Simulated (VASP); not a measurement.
# Cd (P6_3/mmc) in VASP: notebook

Cd is run at these levels: PBEsol, PBE; tasks: single point.

Everything below comes from runs of VASP 6.6.1. Logs are shortened: lines on timing, memory, paths and dates and some standing lists are left out, and cuts for length are marked.

**1. The cell of the first run**

It takes space group P6_3/mmc (No. 194, hexagonal). Conventional cell: a = 2.979 Å, b = 2.979 Å, c = 5.618 Å, α = 90.00°, β = 90.00°, γ = 120.00°. Cd (site symmetry -6m2) has 12 Cd at 2.98 to 3.29 Å within 3.9 Å.

**2. Single point, PBEsol**

INCAR

```
ALGO = Fast
EDIFF = 1E-6
ENCUT = 520
GGA = PS
ISIF = 2
ISMEAR = -1
LASPH = T
LCHARG = F
LREAL = F
LWAVE = F
NBANDS = 19
NELM = 100
PREC = Accurate
SIGMA = 0.05
```

KPOINTS

```
k-points
0
Gamma
  8 8 4
```

POSCAR

```
Cd
1.0
    2.9788700000      0.0000000000      0.0000000000
   -1.4894350000      2.5797770946      0.0000000000
    0.0000000000      0.0000000000      5.6176500000
Cd
2
Direct
    0.6666666667      0.3333333333      0.7500000000
    0.3333333333      0.6666666667      0.2500000000
```

Potentials or basis: VASP PAW PBE potentials, release 64 (Cd).

Launch:

```sh
$ cat potpaw_PBE.64/Cd/POTCAR > POTCAR
$ mpirun -np 1 vasp_std > vasp.out
```

OUTCAR:

```text
EDIFF = 1E-6
   ENCUT = 520
   GGA = PS
   ISIF = 2
   ISMEAR = -1
   LASPH = T
   LREAL = F
   NELM = 100
   PREC = Accurate

 ion  position               nearest neighbor table
   1  0.667  0.333  0.750-   2 3.29   2 3.29   2 3.29   2 3.29   2 3.29   2 3.29
   2  0.333  0.667  0.250-   1 3.29   1 3.29   1 3.29   1 3.29   1 3.29   1 3.29

  LATTYP: Found a hexagonal cell.
 ALAT       =     2.9788700000
 C/A-ratio  =     1.8858325472

  Lattice vectors:

 A1 = (   2.9788700000,   0.0000000000,   0.0000000000)
 A2 = (  -1.4894350000,   2.5797770946,   0.0000000000)
 A3 = (   0.0000000000,   0.0000000000,   5.6176500000)

Analysis of symmetry for initial positions (statically):
=====================================================================
 Subroutine PRICEL returns:
 Original cell was already a primitive cell.

 Routine SETGRP: Setting up the symmetry group for a
 hexagonal supercell.

 Subroutine GETGRP returns: Found 24 space group operations
 (whereof 12 operations were pure point group operations)
 out of a pool of 24 trial point group operations.

The static configuration has the point symmetry D_3d.
 The point group associated with its full space group is D_6h.

Analysis of symmetry for dynamics (positions and initial velocities):
=====================================================================
 Subroutine PRICEL returns:
 Original cell was already a primitive cell.

 Routine SETGRP: Setting up the symmetry group for a
 hexagonal supercell.

 Subroutine GETGRP returns: Found 24 space group operations
 (whereof 12 operations were pure point group operations)
 out of a pool of 24 trial point group operations.

The dynamic configuration has the point symmetry D_3d.
 The point group associated with its full space group is D_6h.

 Subroutine INISYM returns: Found 24 space group operations
 (whereof 12 operations are pure point group operations),
 and found     1 'primitive' translations

----------------------------------------------------------------------------------------

                                     Primitive cell

  volume of cell :      43.1706

  direct lattice vectors                    reciprocal lattice vectors
     2.978870000  0.000000000  0.000000000     0.335697765  0.193815195  0.000000000
    -1.489435000  2.579777095  0.000000000     0.000000000  0.387630389  0.000000000
     0.000000000  0.000000000  5.617650000     0.000000000  0.000000000  0.178010378

  length of vectors
     2.978870000  2.978870000  5.617650000     0.387630390  0.387630389  0.178010378

  position of ions in fractional coordinates (direct lattice)
     0.666666667  0.333333333  0.750000000
     0.333333333  0.666666667  0.250000000

  ion indices of the primitive-cell ions
   primitive index   ion index
                 1           1
                 2           2

----------------------------------------------------------------------------------------

 KPOINTS: k-points

Automatic generation of k-mesh.
 Grid dimensions read from file:
 generate k-points for:    8    8    4

 Generating k-lattice:

  Cartesian coordinates                     Fractional coordinates (reciprocal lattice)
     0.041962221  0.024226899  0.000000000     0.125000000  0.000000000  0.000000000
     0.000000000  0.048453799  0.000000000     0.000000000  0.125000000  0.000000000
     0.000000000  0.000000000  0.044502595     0.000000000  0.000000000  0.250000000

  Length of vectors
     0.048453799  0.048453799  0.044502595

  Shift w.r.t. Gamma in fractional coordinates (k-lattice)
     0.000000000  0.000000000  0.000000000

 Subroutine IBZKPT returns following result:
 ===========================================

 Found     30 irreducible k-points:

 Following reciprocal coordinates:
            Coordinates               Weight
  0.000000  0.000000  0.000000      1.000000
  0.125000 -0.000000  0.000000      6.000000
  0.250000 -0.000000  0.000000      6.000000
  0.375000 -0.000000  0.000000      6.000000
  0.500000 -0.000000  0.000000      3.000000
  0.125000  0.125000  0.000000      6.000000
[... 16 lines left out ...]
  0.250000 -0.000000  0.500000      6.000000
  0.375000 -0.000000  0.500000      6.000000
 [... further k-points ...]
   k-points           NKPTS =     30   k-points in BZ     NKDIM =     30   number of bands    NBANDS=     19
   number of dos      NEDOS =    301   number of ions     NIONS =      2
   total plane-waves  NPLWV =  24192
   dimension x,y,z NGX =    24 NGY =   24 NGZ =   42
   dimension x,y,z NGXF=    48 NGYF=   48 NGZF=   84
   ions per type =               2
   NGX,Y,Z   is equivalent  to a cutoff of  13.39, 13.39, 12.43 a.u.
   NGXF,Y,Z  is equivalent  to a cutoff of  26.79, 26.79, 24.86 a.u.
 SYSTEM =  unknown system
   PREC   = accura    normal or accurate (medium, high low for compatibility)
   ISTART =      0    job   : 0-new  1-cont  2-samecut
   ICHARG =      2    charge: 1-file 2-atom 10-const
   ISPIN  =      1    spin polarized calculation?
   LNONCOLLINEAR =      F non collinear calculations
   LSORBIT =      F    spin-orbit coupling
   LASPH  =      T    aspherical Exc in radial PAW
   ENCUT  =  520.0 eV  38.22 Ry    6.18 a.u.   5.54  5.54 10.45*2*pi/ulx,y,z
   NELM   =    100;   NELMIN=  2; NELMDL= -5     # of ELM steps
   EDIFF  = 0.1E-05   stopping-criterion for ELM
   LREAL  =      F    real-space projection
   EDIFFG = 0.1E-04   stopping-criterion for IOM
   NSW    =      0    number of steps for IOM
   IBRION =     -1    ionic relax: 0-MD 1-quasi-New 2-CG
   NFREE  =      0    steps in history (QN), initial steepest desc. (CG)
   ISIF   =      2    stress and relaxation
   ISYM   =      2    0-nonsym 1-usesym 2-fastsym
   POTIM  = 0.5000    time-step for ionic-motion
   TEBEG  =    0.0;   TEEND  =   0.0 temperature during run
   PSTRESS=    0.0 pullay stress
   NELECT =      24.0000    total number of electrons
   NUPDOWN=      -1.0000    fix difference up-down
   EMIN   =  10.00;   EMAX   =-10.00  energy-range for DOS
   EFERMI =   0.00;   METHOD = LEGACY
   ISMEAR =    -1;   SIGMA  =   0.05  broadening in eV -4-tet -1-fermi 0-gaus
   EFERMI_NEDOS =   21; number of points for ismear=-14 and -15
   IALGO  =     68    algorithm
   IMIX   =      4    mixing-type and parameters
     AMIX     =   0.40;   BMIX     =  1.00
     AMIX_MAG =   1.60;   BMIX_MAG =  1.00
  volume/ion in A,a.u.               =      21.59       145.66
  Fermi-wavevector in a.u.,A,eV,Ry     =   1.346116  2.543790 24.654136  1.812028
  Thomas-Fermi vector in A             =   2.473974
   LORBIT       =      0    0 simple, 1 ext, 2 COOP (PROOUT), +10 PAW based schemes
   GGA     = PS    functional components
   LHFCALC =     F    Hartree Fock is set to
   AEXX    =    0.0000 exact exchange contribution
   IVDW    =     0    specifies the selected vdW correction
   LEPSILON=     F    determine dielectric tensor
   LRPA    =     F    only Hartree local field effects (RPA)
 non-spin polarized calculation
 RMM-DIIS sequential band-by-band and
  energy-cutoff  :      520.00
  volume of cell :       43.17
 maximum number of plane-waves:      1185
 NGX is ok and might be reduce to    24
   NGX = 11   NGY = 11   NGZ = 21

 number of electron      23.9999993 magnetization

 Free energy of the ion-electron system (eV)
  ---------------------------------------------------
  ext. energy  EPLUGINS =         0.00000000
  ---------------------------------------------------
  free energy    TOTEN  =        -2.37273210 eV

  energy without entropy =       -2.36791020  energy(sigma->0) =       -2.37032115

 E-fermi :   2.7737     XC(G=0): -11.2087

 val. band max:        2.7144504407   @ k =   0.3750   0.1250   0.0000
 cond. band min:       2.8510833222   @ k =   0.0000   0.0000   0.2500
 fundamental gap:      0.1366328815
 Fermi energy:         2.7736519870

 k-point     1 :       0.0000    0.0000    0.0000
  band No.  band energies     occupation
      1      -7.0466      2.00000
      2      -6.7777      2.00000
      3      -6.3897      2.00000
      4      -6.3897      2.00000
      5      -6.3379      2.00000
      6      -6.3379      2.00000
[... 11 lines left out ...]
     18      17.6615      0.00000
     19      18.5241      0.00000

 k-point     2 :       0.1250   -0.0000    0.0000
  band No.  band energies     occupation
      1      -6.9040      2.00000
      2      -6.6554      2.00000
      3      -6.4467      2.00000
      4      -6.3744      2.00000
      5      -6.2478      2.00000
      6      -6.2011      2.00000
[... 11 lines left out ...]
     18      17.4164      0.00000
     19      18.2195      0.00000

 k-point     3 :       0.2500   -0.0000    0.0000
  band No.  band energies     occupation
      1      -6.8997      2.00000
      2      -6.6773      2.00000
      3      -6.3885      2.00000
      4      -6.3659      2.00000
      5      -6.1581      2.00000
      6      -6.0642      2.00000
[... 11 lines left out ...]
     18      15.7225      0.00000
     19      16.0475      0.00000

 k-point     4 :       0.3750   -0.0000    0.0000
  band No.  band energies     occupation
      1      -7.0912      2.00000
      2      -6.8875      2.00000
      3      -6.7008      2.00000
      4      -6.2613      2.00000
      5      -6.1494      2.00000
      6      -6.1170      2.00000
[... 11 lines left out ...]
     18      15.6454      0.00000
     19      16.2670      0.00000

 k-point     5 :       0.5000   -0.0000    0.0000
  band No.  band energies     occupation
      1      -7.1770      2.00000
      2      -6.9748      2.00000
      3      -6.8242      2.00000
      4      -6.3380      2.00000
      5      -6.1539      2.00000
      6      -6.0566      2.00000
[... 11 lines left out ...]
     18      15.5171      0.00000
     19      15.6180      0.00000
[... 334 lines left out ...]
      2      -6.9133      2.00000
      3      -6.3807      2.00000
      4      -6.3807      2.00000
      5      -6.3807      2.00000
      6      -6.3807      2.00000
[... 11 lines left out ...]
     18      18.5817      0.00000
     19      18.5818      0.00000

 k-point    22 :       0.1250   -0.0000    0.5000
  band No.  band energies     occupation
      1      -6.7720      2.00000
      2      -6.7720      2.00000
      3      -6.4342      2.00000
      4      -6.4342      2.00000
      5      -6.2453      2.00000
      6      -6.2453      2.00000
[... 11 lines left out ...]
     18      16.9503      0.00000
     19      17.4136      0.00000

 k-point    23 :       0.2500   -0.0000    0.5000
  band No.  band energies     occupation
      1      -6.7852      2.00000
      2      -6.7852      2.00000
      3      -6.4961      2.00000
      4      -6.4961      2.00000
      5      -5.9985      2.00000
      6      -5.9985      2.00000
[... 11 lines left out ...]
     18      14.8361      0.00000
     19      16.6206      0.00000

 k-point    24 :       0.3750   -0.0000    0.5000
  band No.  band energies     occupation
      1      -6.9798      2.00000
      2      -6.9798      2.00000
      3      -6.6945      2.00000
      4      -6.6945      2.00000
      5      -5.8931      2.00000
      6      -5.8931      2.00000
[... 11 lines left out ...]
     18      13.3291      0.00000
     19      15.9832      0.00000

 [... further k-points ...]
[... 5 lines left out ...]
  --------------------------------------------------------------------------------------
  -------------------------------------------------------------------------------------
  Total        0.0293524      0.0293524     -0.8043357     -0.0000000      0.0000000      0.0000000
  in kB        1.0893475      1.0893475    -29.8510429     -0.0000000      0.0000000      0.0000000
  external PRESSURE =      -9.2241159 kB  Pullay stress =       0.0000000 kB

 VOLUME and BASIS-vectors are now :
 -----------------------------------------------------------------------------
  energy-cutoff  :      520.00
  volume of cell :       43.17
      direct lattice vectors                 reciprocal lattice vectors
     2.978870000  0.000000000  0.000000000     0.335697765  0.193815195  0.000000000
    -1.489435000  2.579777095  0.000000000     0.000000000  0.387630389  0.000000000
     0.000000000  0.000000000  5.617650000     0.000000000  0.000000000  0.178010378

 POSITION                                       TOTAL-FORCE (eV/Angst)
 -----------------------------------------------------------------------------------
      1.48944      0.85993      4.21324         0.000000     -0.000000      0.000000
     -0.00000      1.71985      1.40441        -0.000000      0.000000      0.000000
 -----------------------------------------------------------------------------------
    total drift:                               -0.000000      0.000000      0.000000

  FREE ENERGIE OF THE ION-ELECTRON SYSTEM (eV)
  ---------------------------------------------------
  free  energy   TOTEN  =        -2.3727320990 eV

  energy  without entropy=       -2.3679102015  energy(sigma->0) =       -2.37032115
```

Wall time 28 s (1 thread of AMD EPYC 7R43 (Zen 3), shared host); peak memory 0.12 GiB.

What came out:

* Free energy: -2.3727 eV
* Pressure: -0.9 GPa
* Band gap on the k mesh: zero (band 12 reaches 3.69 eV, above the bottom of band 13 at -0.24 eV)

Stress tensor (GPa, compression positive):
```
 0.11  0.00  0.00
 0.00  0.11  0.00
 0.00  0.00 -2.99
```

Levels at points of the mesh, in eV from the Fermi level:
```
           k point  band 9  band 10  band 11  band 12  band 13  band 14  band 15  band 16
(0.00, 0.00, 0.00)   -8.64    -8.39    -8.39    -3.06    -3.02    10.56    14.48    14.86
(0.50, 0.00, 0.00)   -8.12    -8.09    -2.34    -1.84     1.99     3.02     3.18     5.25
(0.00, 0.00, 0.50)   -8.50    -8.50    -7.38    -7.38     3.71     3.71    14.80    14.80
(0.50, 0.00, 0.50)   -8.10    -8.10    -1.54    -1.54     0.09     0.09     8.09     8.09
```

Caveat: the PAW data sets were made with another functional, which shifts forces and pressure a little.

**3. Single point, PBE**

INCAR

```
  PREC = Accurate
  ENCUT = 520
  EDIFF = 1E-6
  ISMEAR = -1
  SIGMA = 0.03
  LREAL = False
  LASPH = True
  NELM = 80
  ALGO = Fast
  ISIF = 2
  LWAVE = False
  LCHARG = False
  GGA = PE
  NBANDS = 19
```

KPOINTS

```
Automatic mesh
0
Gamma
  6 6 3
```

POSCAR is that of step 2.

Potentials or basis: VASP PAW PBE potentials, release 64 (Cd).

Launch:

```sh
$ cat potpaw_PBE.64/Cd/POTCAR > POTCAR
$ mpirun -np 1 vasp_std > vasp.out
```

It took 4.3 s on 1 thread of Intel Xeon 6975P-C (Granite Rapids), shared host; peak memory 0.15 GiB.

It converged, with:

```
Free energy            : -1.4583 eV
Pressure               : 3.4 GPa
Band gap on the k mesh : zero (band 12 reaches 3.64 eV, above the bottom of band 13 at -0.05 eV)
```

Stress tensor (GPa, compression positive):
```
3.30 0.00 0.00
0.00 3.30 0.00
0.00 0.00 3.61
```

Levels at points of the mesh, in eV from the Fermi level:
```csv
k point,band 8,band 9,band 10,band 11,band 12,band 13,band 14,band 15,band 16,band 17
"(0.00, 0.00, 0.00)",-9.21,-9.21,-8.96,-8.96,-3.51,-3.51,10.09,13.97,14.40,14.41
"(0.50, 0.00, 0.00)",-8.99,-8.72,-8.70,-2.83,-2.33,1.50,2.57,2.70,4.78,7.91
```

Caveat: the k points lie up to 0.41 Å⁻¹ apart.
